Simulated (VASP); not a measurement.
Wanted: the native input for a VASP 6.6.1 run.

```
Task                   : single point
Functional             : PBE
Potentials or basis    : VASP PAW PBE potentials, release 64 (K_sv, I)
Cutoff                 : 520 eV
k mesh                 : 6 × 6 × 6
Occupations            : gaussian, width 0.05 eV
Spin                   : no spin polarisation
Dipole correction      : no
Further INCAR settings : ALGO = Normal; EDIFF = 1e-06; NBANDS = 15
```

The structure of KI lies in POSCAR:

```
KI
1.0
    0.0000000000      3.3835680000      3.6655320000
    3.3835680000      0.0000000000      3.6655320000
    3.3835680000      3.3835680000      0.0000000000
K I
1 1
Direct
    0.0000000000      0.0000000000      0.0000000000
    0.5000000000      0.5000000000      0.5000000000
```

This cell differs from its parent crystal: strain -0.040 along x and y, +0.040 along z.

These files were run (other wordings do the same):

INCAR

```
PREC = Accurate
ENCUT = 520
EDIFF = 1E-6
ISMEAR = 0
SIGMA = 0.05
LREAL = False
LASPH = True
NELM = 80
ALGO = Normal
ISIF = 2
LWAVE = False
LCHARG = False
GGA = PE
NBANDS = 15
```

KPOINTS

```
Automatic mesh
0
Gamma
  6 6 6
```

Potentials or basis: VASP PAW PBE potentials, release 64 (K_sv, I).

The run is started by

```console
$ cat potpaw_PBE.64/K_sv/POTCAR potpaw_PBE.64/I/POTCAR > POTCAR
$ mpirun -np 1 vasp_std > vasp.out
```

It gave:

The pressure is 1.6 GPa and the band gap on the k mesh is 4.05 eV, direct.

Caveat: the cell differs from its parent crystal (strain -0.040 along x and y, +0.040 along z); spin-orbit coupling is left out, which moves the levels of the heavy elements.

Run time: 22 s on 1 thread of Intel(R) Xeon(R) Platinum 8488C (Sapphire Rapids), with other jobs on the host, peak memory 0.24 GiB.
